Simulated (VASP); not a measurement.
# VWC2 (R-3m) in VASP: a series of runs

The runs below take VWC2 through single point, with LDA, r2SCAN.

Everything below comes from runs of VASP 6.6.1. Logs are shortened: lines on timing, memory, paths and dates and some standing lists are left out, and cuts for length are marked.

## (1) The cell of the first run

Symmetry: R-3m, No. 166, trigonal system. The conventional cell has a = 2.972 Å, b = 2.972 Å, c = 14.500 Å, α = 90.00°, β = 90.00°, γ = 120.00°. Within 2.8 Å of W (site symmetry -3m) lie 6 C at 2.13 Å. V (site symmetry -3m) has 6 C at 2.07 Å within 2.7 Å. C (site symmetry 3m) has 3 V at 2.07 Å and 3 W at 2.13 Å within 2.7 Å.

## (2) Single point, LDA, collinear spin, ferromagnetic start (9.24 Å³/atom)

The input, INCAR:

```
SYSTEM = VWC2
PREC     = Accurate       ! precision mode
ENCUT    = 520            ! plane-wave cutoff, eV
EDIFF    = 1E-6           ! SCF threshold, eV
ISMEAR   = -1             ! smearing method
SIGMA    = 0.05           ! smearing width, eV
LREAL    = .False.        ! projectors in reciprocal space
LASPH    = .True.         ! aspherical terms in the spheres
NELM     = 150            ! most SCF steps
ALGO     = Normal         ! electronic algorithm
ISIF     = 2              ! what is computed and relaxed
LWAVE    = .False.        ! write WAVECAR
LCHARG   = .True.         ! write CHGCAR
ISPIN    = 2              ! spin polarisation
MAGMOM   = 0 2 0 0        ! initial moments
LORBIT   = 11             ! projections on sites
LMAXMIX  = 4              ! l up to which the mixer works
GGA      = CA             ! functional
LELF     = .True.         ! ELF
LVHAR    = .True.       
NBANDS   = 30             ! bands
```

The input, KPOINTS:

```
Automatic mesh
0
Gamma
  10 10 10
  0 0 0
```

The input, POSCAR:

```
VWC2
1.0
    1.4860724039      0.8579843024      4.8331732337
   -1.4860724039      0.8579843024      4.8331732337
    0.0000000000     -1.7159686048      4.8331732337
W V C
1 1 2
Direct
    0.0000000000      0.0000000000      0.0000000000
    0.5000000000      0.5000000000      0.5000000000
    0.2464940000      0.2464940000      0.2464940000
    0.7535060000      0.7535060000      0.7535060000
```

Potentials or basis: VASP PAW LDA potentials, release 64 (W_sv, V_sv, C).

Started as:

```console
$ cat potpaw_LDA.64/W_sv/POTCAR potpaw_LDA.64/V_sv/POTCAR potpaw_LDA.64/C/POTCAR > POTCAR
$ mpirun -np 1 vasp_std > vasp.out
```

OUTCAR:

```text
SYSTEM = VWC2
   PREC = Accurate
   ENCUT = 520
   EDIFF = 1E-6
   ISMEAR = -1
   LREAL = .False.
   LASPH = .True.
   NELM = 150
   ISIF = 2
   ISPIN = 2
   LORBIT = 11
   GGA = CA

 ion  position               nearest neighbor table
   1  0.000  0.000  0.000-   4 2.13   3 2.13   4 2.13   4 2.13   3 2.13   3 2.13   2 2.96   2 2.96
                             2 2.96   2 2.96   2 2.96   2 2.96
   2  0.500  0.500  0.500-   3 2.07   4 2.07   3 2.07   3 2.07   4 2.07   4 2.07   1 2.96   1 2.96
                             1 2.96   1 2.96   1 2.96   1 2.96
   3  0.246  0.246  0.246-   2 2.07   2 2.07   2 2.07   1 2.13   1 2.13   1 2.13
   4  0.754  0.754  0.754-   2 2.07   2 2.07   2 2.07   1 2.13   1 2.13   1 2.13

  LATTYP: Found a trigonal (rhomboedric) cell.
 ALAT       =     5.1287534314
 COS(alpha) =     0.8320862373

  Lattice vectors:

 A1 = (   1.4860724039,   0.8579843024,   4.8331732337)
 A2 = (  -1.4860724039,   0.8579843024,   4.8331732337)
 A3 = (   0.0000000000,  -1.7159686048,   4.8331732337)

Analysis of symmetry for initial positions (statically):
=====================================================================
 Subroutine PRICEL returns:
 Original cell was already a primitive cell.

 Routine SETGRP: Setting up the symmetry group for a
 trigonal (rhombohedral) supercell.

 Subroutine GETGRP returns: Found 12 space group operations
 (whereof 12 operations were pure point group operations)
 out of a pool of 12 trial point group operations.

The static configuration has the point symmetry D_3d.

Analysis of symmetry for dynamics (positions and initial velocities):
=====================================================================
 Subroutine PRICEL returns:
 Original cell was already a primitive cell.

 Routine SETGRP: Setting up the symmetry group for a
 trigonal (rhombohedral) supercell.

 Subroutine GETGRP returns: Found 12 space group operations
 (whereof 12 operations were pure point group operations)
 out of a pool of 12 trial point group operations.

The dynamic configuration has the point symmetry D_3d.

Analysis of structural, dynamic, and magnetic symmetry:
=====================================================================
 Subroutine PRICEL returns:
 Original cell was already a primitive cell.

 Routine SETGRP: Setting up the symmetry group for a
 trigonal (rhombohedral) supercell.

 Subroutine GETGRP returns: Found 12 space group operations
 (whereof 12 operations were pure point group operations)
 out of a pool of 12 trial point group operations.

The overall configuration has the point symmetry D_3d.

 Subroutine INISYM returns: Found 12 space group operations
 (whereof 12 operations are pure point group operations),
 and found     1 'primitive' translations

----------------------------------------------------------------------------------------

                                     Primitive cell

  volume of cell :      36.9746

  direct lattice vectors                    reciprocal lattice vectors
     1.486072404  0.857984302  4.833173234     0.336457361  0.194253748  0.068967802
    -1.486072404  0.857984302  4.833173234    -0.336457361  0.194253748  0.068967802
     0.000000000 -1.715968605  4.833173234     0.000000000 -0.388507496  0.068967802

  length of vectors
     5.128753431  5.128753431  5.128753431     0.394581592  0.394581592  0.394581592

  position of ions in fractional coordinates (direct lattice)
     0.000000000  0.000000000  0.000000000
     0.500000000  0.500000000  0.500000000
     0.246494000  0.246494000  0.246494000
     0.753506000  0.753506000  0.753506000

  ion indices of the primitive-cell ions
   primitive index   ion index
                 1           1
                 2           2
                 3           3
                 4           4

----------------------------------------------------------------------------------------

 KPOINTS: Automatic mesh

Automatic generation of k-mesh.
 Grid dimensions read from file:
 generate k-points for:   10   10   10

 Generating k-lattice:

  Cartesian coordinates                     Fractional coordinates (reciprocal lattice)
     0.033645736  0.019425375  0.006896780     0.100000000  0.000000000  0.000000000
    -0.033645736  0.019425375  0.006896780     0.000000000  0.100000000  0.000000000
     0.000000000 -0.038850750  0.006896780     0.000000000  0.000000000  0.100000000

  Length of vectors
     0.039458159  0.039458159  0.039458159

  Shift w.r.t. Gamma in fractional coordinates (k-lattice)
     0.000000000  0.000000000  0.000000000

 Subroutine IBZKPT returns following result:
 ===========================================

 Found    116 irreducible k-points:

 Following reciprocal coordinates:
            Coordinates               Weight
  0.000000  0.000000  0.000000      1.000000
  0.100000 -0.000000  0.000000      6.000000
  0.200000 -0.000000  0.000000      6.000000
  0.300000  0.000000 -0.000000      6.000000
  0.400000  0.000000 -0.000000      6.000000
  0.500000  0.000000 -0.000000      3.000000
[... 16 lines left out ...]
  0.300000  0.300000 -0.000000      6.000000
  0.400000  0.300000 -0.000000     12.000000
 [... further k-points ...]
   k-points           NKPTS =    116   k-points in BZ     NKDIM =    116   number of bands    NBANDS=     30
   number of dos      NEDOS =    301   number of ions     NIONS =      4
   total plane-waves  NPLWV =  64000
   dimension x,y,z NGX =    40 NGY =   40 NGZ =   40
   dimension x,y,z NGXF=    80 NGYF=   80 NGZF=   80
   ions per type =               1   1   2
   NGX,Y,Z   is equivalent  to a cutoff of  12.97, 12.97, 12.97 a.u.
   NGXF,Y,Z  is equivalent  to a cutoff of  25.93, 25.93, 25.93 a.u.
 SYSTEM =  VWC2
   PREC   = accura    normal or accurate (medium, high low for compatibility)
   ISTART =      0    job   : 0-new  1-cont  2-samecut
   ICHARG =      2    charge: 1-file 2-atom 10-const
   ISPIN  =      2    spin polarized calculation?
   LNONCOLLINEAR =      F non collinear calculations
   LSORBIT =      F    spin-orbit coupling
   LASPH  =      T    aspherical Exc in radial PAW
   ENCUT  =  520.0 eV  38.22 Ry    6.18 a.u.   9.54  9.54  9.54*2*pi/ulx,y,z
   NELM   =    150;   NELMIN=  2; NELMDL= -5     # of ELM steps
   EDIFF  = 0.1E-05   stopping-criterion for ELM
   LREAL  =      F    real-space projection
   EDIFFG = 0.1E-04   stopping-criterion for IOM
   NSW    =      0    number of steps for IOM
   IBRION =     -1    ionic relax: 0-MD 1-quasi-New 2-CG
   NFREE  =      0    steps in history (QN), initial steepest desc. (CG)
   ISIF   =      2    stress and relaxation
   ISYM   =      2    0-nonsym 1-usesym 2-fastsym
   POTIM  = 0.5000    time-step for ionic-motion
   TEBEG  =    0.0;   TEEND  =   0.0 temperature during run
   PSTRESS=    0.0 pullay stress
   NELECT =      35.0000    total number of electrons
   NUPDOWN=      -1.0000    fix difference up-down
   EMIN   =  10.00;   EMAX   =-10.00  energy-range for DOS
   EFERMI =   0.00;   METHOD = LEGACY
   ISMEAR =    -1;   SIGMA  =   0.05  broadening in eV -4-tet -1-fermi 0-gaus
   EFERMI_NEDOS =   21; number of points for ismear=-14 and -15
   IALGO  =     38    algorithm
   IMIX   =      4    mixing-type and parameters
     AMIX     =   0.40;   BMIX     =  1.00
     AMIX_MAG =   1.60;   BMIX_MAG =  1.00
  volume/ion in A,a.u.               =       9.24        62.38
  Fermi-wavevector in a.u.,A,eV,Ry     =   1.607422  3.037587 35.154802  2.583805
  Thomas-Fermi vector in A             =   2.703453
   LORBIT       =     11    0 simple, 1 ext, 2 COOP (PROOUT), +10 PAW based schemes
   GGA     = CA    functional components
   LHFCALC =     F    Hartree Fock is set to
   AEXX    =    0.0000 exact exchange contribution
   IVDW    =     0    specifies the selected vdW correction
   LEPSILON=     F    determine dielectric tensor
   LRPA    =     F    only Hartree local field effects (RPA)
 spin polarized calculation
  energy-cutoff  :      520.00
  volume of cell :       36.97
 maximum number of plane-waves:      1031
 NGX is ok and might be reduce to    40
   NGX = 19   NGY = 19   NGZ = 19

 number of electron      35.0000000 magnetization      -0.0000773

 number of electron      35.0000000 magnetization       0.0000012

 Free energy of the ion-electron system (eV)
  ---------------------------------------------------
  ext. energy  EPLUGINS =         0.00000000
  ---------------------------------------------------
  free energy    TOTEN  =       -45.08465844 eV

  energy without entropy =      -45.06585996  energy(sigma->0) =      -45.07525920

 E-fermi :  12.4601     XC(G=0): -14.1213

 val. band max:       12.4469371445   @ k =  -0.3000   0.4000   0.3000
 cond. band min:      12.4843961745   @ k =  -0.3000   0.2000   0.1000
 fundamental gap:      0.0374590299
 Fermi energy:        12.4600526239

 spin component 1

 k-point     1 :       0.0000    0.0000    0.0000
  band No.  band energies     occupation
      1     -62.1772      1.00000
      2     -51.8286      1.00000
      3     -26.9411      1.00000
      4     -26.4589      1.00000
      5     -26.4589      1.00000
      6     -26.0735      1.00000
[... 757 lines left out ...]
     28      23.8586      0.00000
     29      25.7932      0.00000

 [... further k-points ...]

 spin component 2

 k-point     1 :       0.0000    0.0000    0.0000
  band No.  band energies     occupation
      1     -62.1772      1.00000
      2     -51.8287      1.00000
      3     -26.9411      1.00000
      4     -26.4589      1.00000
      5     -26.4589      1.00000
      6     -26.0735      1.00000
[... 757 lines left out ...]
     28      23.8586      0.00000
     29      25.7932      0.00000

 [... further k-points ...]

 [bands above 29 left out]

------------------------ aborting loop because EDIFF is reached ----------------------------------------

  FORCE on cell =-STRESS in cart. coord.  units (eV):
  Direction    XX          YY          ZZ          XY          YZ          ZX
  --------------------------------------------------------------------------------------
  -------------------------------------------------------------------------------------
  Total        1.6179323      1.6179323      1.3715860      0.0000000      0.0000000     -0.0000000
  in kB       70.1080702     70.1080702     59.4334161      0.0000000      0.0000000     -0.0000000
  external PRESSURE =      66.5498522 kB  Pullay stress =       0.0000000 kB

 VOLUME and BASIS-vectors are now :
 -----------------------------------------------------------------------------
  energy-cutoff  :      520.00
  volume of cell :       36.97
      direct lattice vectors                 reciprocal lattice vectors
     1.486072404  0.857984302  4.833173234     0.336457361  0.194253748  0.068967802
    -1.486072404  0.857984302  4.833173234    -0.336457361  0.194253748  0.068967802
     0.000000000 -1.715968605  4.833173234     0.000000000 -0.388507496  0.068967802

 POSITION                                       TOTAL-FORCE (eV/Angst)
 -----------------------------------------------------------------------------------
      0.00000      0.00000      0.00000        -0.000000      0.000000      0.000000
      0.00000      0.00000      7.24976         0.000000      0.000000      0.000000
      0.00000      0.00000      3.57404        -0.000000      0.000000     -0.220309
      0.00000      0.00000     10.92548        -0.000000      0.000000      0.220309
 -----------------------------------------------------------------------------------
    total drift:                               -0.000000     -0.000000      0.000000

  FREE ENERGIE OF THE ION-ELECTRON SYSTEM (eV)
  ---------------------------------------------------
  free  energy   TOTEN  =       -45.0846584407 eV

  energy  without entropy=      -45.0658599622  energy(sigma->0) =      -45.07525920

 total charge

# of ion       s       p       d       tot
------------------------------------------
    1        2.341   6.442   3.528  12.311
    2        2.263   6.329   3.254  11.847
    3        0.875   1.599   0.000   2.474
    4        0.875   1.599   0.000   2.474
--------------------------------------------------
tot          6.353  15.970   6.783  29.106

 magnetization (x)

# of ion       s       p       d       tot
------------------------------------------
    1        0.000   0.000   0.000   0.000
    2       -0.000  -0.000  -0.000  -0.000
    3       -0.000  -0.000   0.000  -0.000
    4       -0.000  -0.000   0.000  -0.000
--------------------------------------------------
tot         -0.000  -0.000  -0.000  -0.000
```

Run time: 16 min. Hardware: 1 thread of AMD EPYC 7R13, shared host; peak memory 0.34 GiB.

Results:

```yaml
Free_energy: -45.0847 eV
Pressure: 6.7 GPa
Largest_force: 0.220 eV/Å
Net_moment: 0.00 μB per cell
Valence_electrons_inside_the_program's_atomic_spheres: W 12.31; V 11.85; C 2.47
```

Forces on the atoms (eV/Å):
```
W    0.000  0.000  0.000
V    0.000  0.000  0.000
C    0.000  0.000 -0.220
C    0.000  0.000  0.220
```

Caveat: the cell stands under pressure; the moments typed at the start vanished in this run; spin-orbit coupling is left out, which moves the levels of the heavy elements.

[end of part 1 of 2]
